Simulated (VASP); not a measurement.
Here is a VASP 6.6.1 calculation.

Contents of INCAR:

```
ALGO = Fast ; EDIFF = 1E-7
ENCUT = 520 ; GGA = PS
ISIF = 2 ; ISMEAR = 0
LASPH = True ; LCHARG = False
LREAL = False ; LWAVE = False
NBANDS = 13 ; NELM = 80
PREC = Accurate ; SIGMA = 0.15
```

KPOINTS

```
k-points
0
Gamma
  18 18 18
```

POSCAR

```
Pb
1.0
   -2.0786425450      2.0786425450      1.9796595667
    2.0786425450     -2.0786425450      1.9796595667
    2.0786425450      2.0786425450     -1.9796595667
Pb
1
Direct
    0.0000000000      0.0000000000      0.0000000000
```

Potentials or basis: VASP PAW PBE potentials, release 64 (Pb_d).

Run with:

```sh
$ cat potpaw_PBE.64/Pb_d/POTCAR > POTCAR
$ mpirun -np 1 vasp_std > vasp.out
```

Task: What does it give for the pressure?

Result: -4.6 GPa.

Task: Estimate the band gap on the k mesh.

Result: Zero (bands 7 and 8 overlap by 8.24 eV).

Stress tensor (GPa, compression positive):
```
-4.32  0.00  0.00
 0.00 -4.32  0.00
 0.00  0.00 -5.14
```

Caveat: the cell differs from its parent crystal (strain +0.050 along x and y, +0.000 along z); the cell stands under tension; the PAW data sets were made with another functional, which shifts forces and pressure a little; spin-orbit coupling is left out, which moves the levels of the heavy elements.
